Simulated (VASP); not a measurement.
# Si3N4 (P6_3/m) in VASP: a series of runs, part 2 of 2

VASP 6.6.1. The steps go on from the part before.

## (4) Electric field gradients, r2SCAN

Input file POSCAR:

```
Si3N4
1.0
    7.6045444358      0.0000000000      0.0000000000
   -3.8022722179      6.5857286656      0.0000000000
    0.0000000000      0.0000000000      2.9051990800
Si N
6 8
Direct
    0.2310824300      0.8249461500      0.7500000000
    0.4061362800      0.2310824300      0.2500000000
    0.8249461500      0.5938637200      0.2500000000
    0.1750538500      0.4061362800      0.7500000000
    0.5938637200      0.7689175700      0.7500000000
    0.7689175700      0.1750538500      0.2500000000
    0.3333333333      0.6666666667      0.7500000000
    0.6666666667      0.3333333333      0.2500000000
    0.9691944900      0.6698534000      0.7500000000
    0.2993410900      0.9691944900      0.2500000000
    0.6698534000      0.7006589100      0.2500000000
    0.3301466000      0.2993410900      0.7500000000
    0.0308055100      0.3301466000      0.2500000000
    0.7006589100      0.0308055100      0.7500000000
```

Input file INCAR.step1:

```
PREC = Accurate ; ENCUT = 520
ISMEAR = -1 ; SIGMA = 0.02
LREAL = False ; LASPH = True
NELM = 100 ; NBANDS = 45
GGA = PE ; ALGO = Normal
EDIFF = 1E-4 ; LWAVE = True
LCHARG = False
```

Input file INCAR.step2:

```
PREC = Accurate ; ENCUT = 520
EDIFF = 1E-8 ; ISMEAR = -1
SIGMA = 0.02 ; LREAL = False
LASPH = True ; NELM = 100
ALGO = Normal ; ISIF = 2
LWAVE = False ; LCHARG = False
METAGGA = R2SCAN ; LMIXTAU = True
LEFG = True ; NBANDS = 45
ISTART = 1
```

Input file KPOINTS:

```
Automatic mesh
0
Gamma
  4 4 10
```

Potentials or basis: VASP PAW PBE potentials, release 64 (Si, N).

Command:

```console
cat potpaw_PBE.64/Si/POTCAR potpaw_PBE.64/N/POTCAR > POTCAR
cp INCAR.step1 INCAR
mpirun -np 1 vasp_std > vasp.out
cp INCAR.step2 INCAR
mpirun -np 1 vasp_std > vasp.out
```

OUTCAR:

```text
PREC = Accurate
   ENCUT = 520
   EDIFF = 1E-8
   ISMEAR = -1
   LREAL = False
   LASPH = True
   NELM = 100
   ISIF = 2
   METAGGA = R2SCAN
   ISTART = 1

 ion  position               nearest neighbor table
   1  0.231  0.825  0.750-   7 1.73   9 1.73  10 1.74  10 1.74   4 2.99   5 2.99   2 3.05   2 3.05
                             3 3.05   3 3.05
   2  0.406  0.231  0.250-   8 1.73  10 1.73  12 1.74  12 1.74   3 2.99   6 2.99   1 3.05   1 3.05
                             4 3.05   4 3.05
   3  0.825  0.594  0.250-   8 1.73  11 1.73   9 1.74   9 1.74   6 2.99   2 2.99   1 3.05   1 3.05
                             5 3.05   5 3.05
   4  0.175  0.406  0.750-   7 1.73  12 1.73  13 1.74  13 1.74   1 2.99   5 2.99   6 3.05   6 3.05
                             2 3.05   2 3.05
   5  0.594  0.769  0.750-   7 1.73  14 1.73  11 1.74  11 1.74   4 2.99   1 2.99   6 3.05   6 3.05
                             3 3.05   3 3.05
   6  0.769  0.175  0.250-   8 1.73  13 1.73  14 1.74  14 1.74   3 2.99   2 2.99   5 3.05   5 3.05
                             4 3.05   4 3.05
   7  0.333  0.667  0.750-   1 1.73   4 1.73   5 1.73
   8  0.667  0.333  0.250-   6 1.73   3 1.73   2 1.73
   9  0.969  0.670  0.750-   1 1.73   3 1.74   3 1.74
  10  0.299  0.969  0.250-   2 1.73   1 1.74   1 1.74
  11  0.670  0.701  0.250-   3 1.73   5 1.74   5 1.74
  12  0.330  0.299  0.750-   4 1.73   2 1.74   2 1.74
  13  0.031  0.330  0.250-   6 1.73   4 1.74   4 1.74
  14  0.701  0.031  0.750-   5 1.73   6 1.74   6 1.74

  LATTYP: Found a hexagonal cell.
 ALAT       =     7.6045444358
 C/A-ratio  =     0.3820345985

  Lattice vectors:

 A1 = (   7.6045444358,   0.0000000000,   0.0000000000)
 A2 = (  -3.8022722179,   6.5857286656,   0.0000000000)
 A3 = (   0.0000000000,   0.0000000000,   2.9051990800)

Analysis of symmetry for initial positions (statically):
=====================================================================
 Subroutine PRICEL returns:
 Original cell was already a primitive cell.

 Routine SETGRP: Setting up the symmetry group for a
 hexagonal supercell.

 Subroutine GETGRP returns: Found 12 space group operations
 (whereof  6 operations were pure point group operations)
 out of a pool of 24 trial point group operations.

The static configuration has the point symmetry S_6 .
 The point group associated with its full space group is C_6h.

Analysis of symmetry for dynamics (positions and initial velocities):
=====================================================================
 Subroutine PRICEL returns:
 Original cell was already a primitive cell.

 Routine SETGRP: Setting up the symmetry group for a
 hexagonal supercell.

 Subroutine GETGRP returns: Found 12 space group operations
 (whereof  6 operations were pure point group operations)
 out of a pool of 24 trial point group operations.

The dynamic configuration has the point symmetry S_6 .
 The point group associated with its full space group is C_6h.

 Subroutine INISYM returns: Found 12 space group operations
 (whereof  6 operations are pure point group operations),
 and found     1 'primitive' translations
[... 1303 lines left out ...]

  FORCE on cell =-STRESS in cart. coord.  units (eV):
  Direction    XX          YY          ZZ          XY          YZ          ZX
  --------------------------------------------------------------------------------------
  -------------------------------------------------------------------------------------
  Total       -0.0415122     -0.0415122     -0.1800645      0.0000010      0.0000000      0.0000000
  in kB       -0.4571234     -0.4571234     -1.9828314      0.0000109      0.0000000      0.0000000
  external PRESSURE =      -0.9656927 kB  Pullay stress =       0.0000000 kB

 VOLUME and BASIS-vectors are now :
 -----------------------------------------------------------------------------
  energy-cutoff  :      520.00
  volume of cell :      145.50
      direct lattice vectors                 reciprocal lattice vectors
     7.604544436  0.000000000  0.000000000     0.131500316  0.075921743  0.000000000
    -3.802272218  6.585728666  0.000000000     0.000000000  0.151843486  0.000000000
     0.000000000  0.000000000  2.905199080     0.000000000  0.000000000  0.344210490

 POSITION                                       TOTAL-FORCE (eV/Angst)
 -----------------------------------------------------------------------------------
     -1.37939      5.43287      2.17890        -0.022966      0.010016     -0.000000
      2.20984      1.52185      0.72630        -0.020157     -0.014881     -0.000000
      4.01531      3.91103      0.72630        -0.002809      0.024897     -0.000000
     -0.21304      2.67470      2.17890         0.002809     -0.024897     -0.000000
      1.59243      5.06388      2.17890         0.020157      0.014881     -0.000000
      5.18167      1.15286      0.72630         0.022966     -0.010016      0.000000
     -0.00000      4.39049      2.17890        -0.000000      0.000000      0.000000
      3.80227      2.19524      0.72630        -0.000000      0.000000      0.000000
      4.82332      4.41147      2.17890        -0.014245     -0.015536     -0.000000
     -1.40879      6.38285      0.72630         0.006331     -0.020105     -0.000000
      2.42983      4.61435      0.72630        -0.020577      0.004569     -0.000000
      1.37244      1.97138      2.17890         0.020577     -0.004569     -0.000000
     -1.02105      2.17426      0.72630         0.014245      0.015536      0.000000
      5.21106      0.20288      2.17890        -0.006331      0.020105     -0.000000
 -----------------------------------------------------------------------------------
    total drift:                                0.000000      0.000000     -0.000000

  FREE ENERGIE OF THE ION-ELECTRON SYSTEM (eV)
  ---------------------------------------------------
  free  energy   TOTEN  =      -144.1654824871 eV

  energy  without entropy=     -144.1654824870  energy(sigma->0) =     -144.16548249

 Electric field gradients (V/A^2)
---------------------------------------------------------------------
 ion       V_xx      V_yy      V_zz      V_xy      V_xz      V_yz
---------------------------------------------------------------------
   1      -0.456     4.112    -3.657     7.159    -0.000     0.000
   2      -3.229     6.886    -3.657    -5.558     0.000    -0.000
   3       9.170    -5.513    -3.657    -1.601     0.000    -0.000
   4       9.170    -5.513    -3.657    -1.601     0.000     0.000
   5      -3.229     6.886    -3.657    -5.558    -0.000     0.000
   6      -0.456     4.112    -3.657     7.159     0.000     0.000
   7      23.321    23.321   -46.642     0.001     0.000    -0.000
   8      23.321    23.321   -46.642     0.001    -0.000     0.000
   9       2.353   -27.713    25.360    29.918     0.000    -0.000
  10     -46.106    20.747    25.359    -1.940    -0.000    -0.000
  11       5.714   -31.073    25.359   -27.978     0.000    -0.000
  12       5.714   -31.073    25.359   -27.978     0.000    -0.000
  13       2.353   -27.713    25.360    29.918     0.000     0.000
  14     -46.106    20.747    25.359    -1.940    -0.000     0.000
---------------------------------------------------------------------

 Electric field gradients after diagonalization (V/A^2)
 (convention: |V_zz| > |V_xx| > |V_yy|)
----------------------------------------------------------------------
 ion       V_xx      V_yy      V_zz     asymmetry (V_yy - V_xx)/ V_zz
----------------------------------------------------------------------
   1      -5.686    -3.657     9.343       0.217
   2      -5.686    -3.657     9.343       0.217
   3      -5.686    -3.657     9.343       0.217
   4      -5.686    -3.657     9.343       0.217
   5      -5.686    -3.657     9.343       0.217
   6      -5.686    -3.657     9.343       0.217
   7      23.322    23.320   -46.642       0.000
   8      23.322    23.320   -46.642       0.000
   9      25.360    20.803   -46.163       0.099
  10      25.359    20.803   -46.162       0.099
  11      25.359    20.803   -46.162       0.099
  12      25.359    20.803   -46.162       0.099
  13      25.360    20.803   -46.163       0.099
  14      25.359    20.803   -46.162       0.099
----------------------------------------------------------------------

           NMR quadrupolar parameters

 Cq : quadrupolar parameter    Cq=e*Q*V_zz/h
 eta: asymmetry parameters     (V_yy - V_xx)/ V_zz
 Q  : nuclear electric quadrupole moment in mb (millibarn)
----------------------------------------------------------------------
 ion       Cq(MHz)       eta       Q (mb)
----------------------------------------------------------------------
   1       0.023       0.217       1.000
   2       0.023       0.217       1.000
   3       0.023       0.217       1.000
   4       0.023       0.217       1.000
   5       0.023       0.217       1.000
   6       0.023       0.217       1.000
   7      -0.113       0.000       1.000
   8      -0.113       0.000       1.000
   9      -0.112       0.099       1.000
  10      -0.112       0.099       1.000
  11      -0.112       0.099       1.000
  12      -0.112       0.099       1.000
  13      -0.112       0.099       1.000
  14      -0.112       0.099       1.000
----------------------------------------------------------------------
```

Run time: 10 min. Hardware: 1 thread of Intel Xeon 6975P-C, shared host; peak memory 0.37 GiB.

What came out:

| Quantity | Value |
| --- | --- |
| Free energy | -144.1655 eV |
| Pressure | -0.1 GPa |
| Largest force | 0.025 eV/Å |
| Band gap on the k mesh | 5.00 eV, indirect (least direct gap 5.20 eV) |

Forces in eV/Å, atoms in the order of the input:
```
Si  -0.023  0.010  0.000
Si  -0.020 -0.015  0.000
Si  -0.003  0.025  0.000
Si   0.003 -0.025  0.000
Si   0.020  0.015  0.000
Si   0.023 -0.010  0.000
N    0.000  0.000  0.000
N    0.000  0.000  0.000
N   -0.014 -0.016  0.000
N    0.006 -0.020  0.000
N   -0.021  0.005  0.000
N    0.021 -0.005  0.000
N    0.014  0.016  0.000
N   -0.006  0.020  0.000
```

Stress tensor (GPa, compression positive):
```
-0.05  0.00  0.00
 0.00 -0.05  0.00
 0.00  0.00 -0.20
```

Levels at points of the mesh, in eV from the valence-band top:
```tsv
k point	band 30	band 31	band 32	band 33	band 34	band 35
(0.00, 0.00, 0.00)	-0.47	-0.41	-0.21	5.00	5.28	5.58
(0.50, 0.00, 0.00)	-0.80	-0.34	-0.26	5.27	5.39	5.57
(0.00, 0.00, 0.50)	-1.67	-1.37	-1.37	5.34	5.34	5.34
(0.50, 0.00, 0.50)	-1.55	-1.08	-1.08	5.44	5.44	6.51
```

Electric field gradients, principal values (V/Å²):
| atom | least | middle | greatest (by size) |
| --- | --- | --- | --- |
| 1 Si | -3.657 | -5.686 | 9.343 |
| 2 Si | -3.657 | -5.686 | 9.343 |
| 3 Si | -3.657 | -5.686 | 9.343 |
| 4 Si | -3.657 | -5.686 | 9.343 |
| 5 Si | -3.657 | -5.686 | 9.343 |
| 6 Si | -3.657 | -5.686 | 9.343 |
| 7 N | 23.320 | 23.322 | -46.642 |
| 8 N | 23.320 | 23.322 | -46.642 |
| 9 N | 20.803 | 25.360 | -46.163 |
| 10 N | 20.803 | 25.359 | -46.162 |
| 11 N | 20.803 | 25.359 | -46.162 |
| 12 N | 20.803 | 25.359 | -46.162 |
| 13 N | 20.803 | 25.360 | -46.163 |
| 14 N | 20.803 | 25.359 | -46.162 |

Caveat: without QUAD_EFG the Cq values of the log hold for a quadrupole moment of 1 mb, not for the nuclei; the PAW data sets were made with another functional, which shifts forces and pressure a little. A k mesh can miss the band edges.

## (5) Summary

```csv
level,potentials or basis,gap on the mesh (eV),pressure (GPa),largest force (eV/Å)
PBE,"VASP PAW PBE potentials, release 64 (Si, N)",4.33,5.4,0.04
LDA,"VASP PAW LDA potentials, release 64 (Si, N)",4.15,-2.7,0.03
r2SCAN,"VASP PAW PBE potentials, release 64 (Si, N)",5.00,-0.1,0.03
```

Alike in all rows: task electric field gradients; no spin polarisation; cell as given; k mesh 4 × 4 × 10; cutoff (eV) 520; smearing fermi-dirac 0.02 eV.

Caveats: the PAW data sets were made with another functional, which shifts forces and pressure a little (some runs).

Absolute energies hang on the potentials; compare differences alone.
